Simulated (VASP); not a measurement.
# Li (I4_1/amd) in VASP: a series of runs, part 3 of 3

VASP 6.6.1.

### 5 Single point, PBE (10.16 Å³/atom)

This run uses another cell than the first one, of 10.16 Å³/atom.

INCAR

```
SYSTEM = Li
  ALGO = Normal
  EDIFF = 1E-6
  ENCUT = 520
  GGA = PE
  ISIF = 2
  ISMEAR = -1
  LASPH = .True.
  LCHARG = .True.
  LELF = .True.
  LREAL = .False.
  LVHAR = .True.
  LWAVE = .False.
  NBANDS = 10
  NELM = 60
  PREC = Accurate
  SIGMA = 0.08
```

KPOINTS

```
k-points
0
Gamma
  15 15 15
  0 0 0
```

POSCAR

```
Li
1.0
   -2.0887067275      2.0887067275      1.1646630573
    2.0887067275     -2.0887067275      1.1646630573
    2.0887067275      2.0887067275     -1.1646630573
Li
2
Direct
   -0.3750000000     -0.1250000000     -0.2500000000
    0.3750000000      0.1250000000      0.2500000000
```

Potentials or basis: VASP PAW PBE potentials, release 64 (Li_sv).

Command:

```console
$ cat potpaw_PBE.64/Li_sv/POTCAR > POTCAR
$ mpirun -np 1 vasp_std > vasp.out
```

OUTCAR:

```text
SYSTEM = Li
   EDIFF = 1E-6
   ENCUT = 520
   GGA = PE
   ISIF = 2
   ISMEAR = -1
   LASPH = .True.
   LREAL = .False.
   NELM = 60
   PREC = Accurate

 ion  position               nearest neighbor table
   1  0.625  0.875  0.750-   2 2.17   2 2.17   2 2.17   2 2.17
   2  0.375  0.125  0.250-   1 2.17   1 2.17   1 2.17   1 2.17

  LATTYP: Found a body centered tetragonal cell.
 ALAT       =     4.1774134550
 C/A-ratio  =     0.5576000891

  Lattice vectors:

 A1 = (  -2.0887067275,   2.0887067275,   1.1646630573)
 A2 = (   2.0887067275,  -2.0887067275,   1.1646630573)
 A3 = (   2.0887067275,   2.0887067275,  -1.1646630573)

Analysis of symmetry for initial positions (statically):
=====================================================================
 Subroutine PRICEL returns:
 Original cell was already a primitive cell.

 Routine SETGRP: Setting up the symmetry group for a
 body centered tetragonal supercell.

 Subroutine GETGRP returns: Found 16 space group operations
 (whereof  4 operations were pure point group operations)
 out of a pool of 16 trial point group operations.

The static configuration has the point symmetry C_2h.
 The point group associated with its full space group is D_4h.

Analysis of symmetry for dynamics (positions and initial velocities):
=====================================================================
 Subroutine PRICEL returns:
 Original cell was already a primitive cell.

 Routine SETGRP: Setting up the symmetry group for a
 body centered tetragonal supercell.

 Subroutine GETGRP returns: Found 16 space group operations
 (whereof  4 operations were pure point group operations)
 out of a pool of 16 trial point group operations.

The dynamic configuration has the point symmetry C_2h.
 The point group associated with its full space group is D_4h.

 Subroutine INISYM returns: Found 16 space group operations
[... 119 lines left out ...]
  Fermi-wavevector in a.u.,A,eV,Ry     =   1.090068  2.059929 16.167093  1.188248
  Thomas-Fermi vector in A             =   2.226284
   LORBIT       =      0    0 simple, 1 ext, 2 COOP (PROOUT), +10 PAW based schemes
   GGA     = PE    functional components
   LHFCALC =     F    Hartree Fock is set to
   AEXX    =    0.0000 exact exchange contribution
   IVDW    =     0    specifies the selected vdW correction
   LEPSILON=     F    determine dielectric tensor
   LRPA    =     F    only Hartree local field effects (RPA)
 non-spin polarized calculation
  energy-cutoff  :      520.00
  volume of cell :       20.32
 maximum number of plane-waves:       563
   NGX = 11   NGY = 11   NGZ = 11

 number of electron       5.9999999 magnetization

 Free energy of the ion-electron system (eV)
  ---------------------------------------------------
  ext. energy  EPLUGINS =         0.00000000
  ---------------------------------------------------
  free energy    TOTEN  =        -2.59523928 eV

  energy without entropy =       -2.57596764  energy(sigma->0) =       -2.58560346

 E-fermi :   3.1482     XC(G=0):  -8.9630

 val. band max:        3.1461609153   @ k =  -0.4667   0.3333   0.0667
 cond. band min:       3.1538659594   @ k =  -0.4667   0.3333   0.0000
 fundamental gap:      0.0077050442
 Fermi energy:         3.1481687572

 k-point     1 :       0.0000    0.0000    0.0000
  band No.  band energies     occupation
      1     -42.8281      2.00000
      2     -42.4229      2.00000
      3      -0.8323      2.00000
      4       9.1436      0.00000
      5       9.1436      0.00000
      6      12.3736      0.00000
      7      19.0713      0.00000
      8      23.9937      0.00000
      9      23.9937      0.00000
     10      24.3811      0.00000
[... 287 lines left out ...]
 k-point    24 :       0.2000    0.1333    0.0000
  band No.  band energies     occupation
      1     -42.6784      2.00000
      2     -42.4134      2.00000
      3       0.9860      2.00000
      4       9.0124      0.00000
      5      11.4248      0.00000
      6      11.9513      0.00000
      7      14.6045      0.00000
      8      16.2523      0.00000
      9      17.9880      0.00000
     10      19.5027      0.00000

 [... further k-points ...]

------------------------ aborting loop because EDIFF is reached ----------------------------------------

  FORCE on cell =-STRESS in cart. coord.  units (eV):
  Direction    XX          YY          ZZ          XY          YZ          ZX
  --------------------------------------------------------------------------------------
  -------------------------------------------------------------------------------------
  Total        3.5196693      3.5196693      3.5609301      0.0000000      0.0000000      0.0000000
  in kB      277.4579781    277.4579781    280.7105973      0.0000000      0.0000000      0.0000000
  external PRESSURE =     278.5421845 kB  Pullay stress =       0.0000000 kB

 VOLUME and BASIS-vectors are now :
 -----------------------------------------------------------------------------
  energy-cutoff  :      520.00
  volume of cell :       20.32
      direct lattice vectors                 reciprocal lattice vectors
    -2.088706727  2.088706727  1.164663057     0.000000000  0.239382577  0.429308715
     2.088706727 -2.088706727  1.164663057     0.239382577  0.000000000  0.429308715
     2.088706727  2.088706727 -1.164663057     0.239382577  0.239382577  0.000000000

 POSITION                                       TOTAL-FORCE (eV/Angst)
 -----------------------------------------------------------------------------------
      2.08871      1.04435      0.87350        -0.000000      0.000000      0.000000
      0.00000      1.04435      0.29117         0.000000     -0.000000     -0.000000
 -----------------------------------------------------------------------------------
    total drift:                               -0.000000      0.000000      0.000000

  FREE ENERGIE OF THE ION-ELECTRON SYSTEM (eV)
  ---------------------------------------------------
  free  energy   TOTEN  =        -2.5952392846 eV

  energy  without entropy=       -2.5759676374  energy(sigma->0) =       -2.58560346
```

OSZICAR:

```text
N       E                     dE             d eps       ncg     rms          rms(c)
DAV:   1     0.210432958847E+02    0.21043E+02   -0.31873E+03  5792   0.639E+02
DAV:   2    -0.142928837978E+01   -0.22473E+02   -0.21296E+02  8288   0.115E+02
DAV:   3    -0.253900025904E+01   -0.11097E+01   -0.10954E+01  7572   0.257E+01
DAV:   4    -0.257057695862E+01   -0.31577E-01   -0.30939E-01  7998   0.288E+00
DAV:   5    -0.257072048345E+01   -0.14352E-03   -0.14349E-03  7234   0.205E-01    0.118E+00
DAV:   6    -0.258386841567E+01   -0.13148E-01   -0.47593E-03  8118   0.364E-01    0.759E-01
DAV:   7    -0.259519257989E+01   -0.11324E-01   -0.16845E-02  6422   0.674E-01    0.817E-02
DAV:   8    -0.259523231412E+01   -0.39734E-04   -0.40892E-04  7608   0.164E-01    0.138E-02
DAV:   9    -0.259523827358E+01   -0.59595E-05   -0.18507E-05  7020   0.433E-02    0.259E-03
DAV:  10    -0.259523973359E+01   -0.14600E-05   -0.31825E-07  7024   0.534E-03    0.894E-04
DAV:  11    -0.259523928461E+01    0.44898E-06   -0.10067E-07  4422   0.288E-03
   1 F= -.25952393E+01 E0= -.25856035E+01  d E =-.192716E-01
```

It took 15 s on 1 thread of Intel Xeon 6975P-C (Granite Rapids), shared host; peak memory 0.15 GiB.

Results:

* Free energy: -2.5952 eV
* Band gap on the k mesh: zero (bands 3 and 4 overlap by 3.40 eV)

Caveat: the cutoff is under 1.25 times the usual one of these potentials, so pressure, stress and relaxed cells hold a basis-set (Pulay) error.

### 6 Single point, PBE

This run uses another cell than the first one, of 12.19 Å³/atom.

INCAR

```
  PREC = Accurate
  ENCUT = 520
  EDIFF = 1E-6
  ISMEAR = -1
  SIGMA = 0.08
  LREAL = F
  LASPH = T
  NELM = 80
  ALGO = Normal
  ISIF = 2
  LWAVE = F
  LCHARG = F
  GGA = PE
  NBANDS = 10
```

KPOINTS

```
regular mesh
0
Gamma
  15 15 15
```

POSCAR

```
Li
1.0
   -2.2393692888      2.2393692888      1.2158641163
    2.2393692888     -2.2393692888      1.2158641163
    2.2393692888      2.2393692888     -1.2158641163
Li
2
Direct
   -0.3750000000     -0.1250000000     -0.2500000000
    0.3750000000      0.1250000000      0.2500000000
```

Potentials or basis: VASP PAW PBE potentials, release 64 (Li_sv).

Command:

```console
$ cat potpaw_PBE.64/Li_sv/POTCAR > POTCAR
$ mpirun -np 1 vasp_std > vasp.out
```

It took 30 s on 1 thread of Intel Xeon 6975P-C (Granite Rapids), shared host; peak memory 0.18 GiB.

Results (log left out):

```
Free energy            : -3.1324 eV
Band gap on the k mesh : zero (bands 3 and 4 overlap by 3.35 eV)
```

Levels at points of the mesh, in eV from the Fermi level:
| k point | band 1 | band 2 | band 3 | band 4 | band 5 | band 6 | band 7 |
| --- | --- | --- | --- | --- | --- | --- | --- |
| (0.00, 0.00, 0.00) | -46.05 | -45.82 | -3.96 | 5.11 | 5.11 | 8.12 | 13.61 |

Caveat: the cutoff is under 1.25 times the usual one of these potentials, so pressure, stress and relaxed cells hold a basis-set (Pulay) error.

### 7 Summary

| cell | gap on the mesh (eV) |
| --- | --- |
| a = 2.920 Å, angles 98.4, 98.4, 135.0°, 2 atoms | none |
| a = 3.175 Å, angles 97.7, 97.7, 137.0°, 2 atoms | none |
| a = 3.392 Å, angles 97.4, 97.4, 138.0°, 2 atoms | none |

Alike in all rows: task single point; level PBE; potentials or basis VASP PAW PBE potentials, release 64 (Li_sv); no spin polarisation; k mesh 15 × 15 × 15; cutoff (eV) 520; smearing fermi-dirac 0.08 eV.

Caveats: the cutoff is under 1.25 times the usual one of these potentials, so pressure, stress and relaxed cells hold a basis-set (Pulay) error.

Total energies depend on the potentials used, so only differences within one code and one set of settings carry meaning.
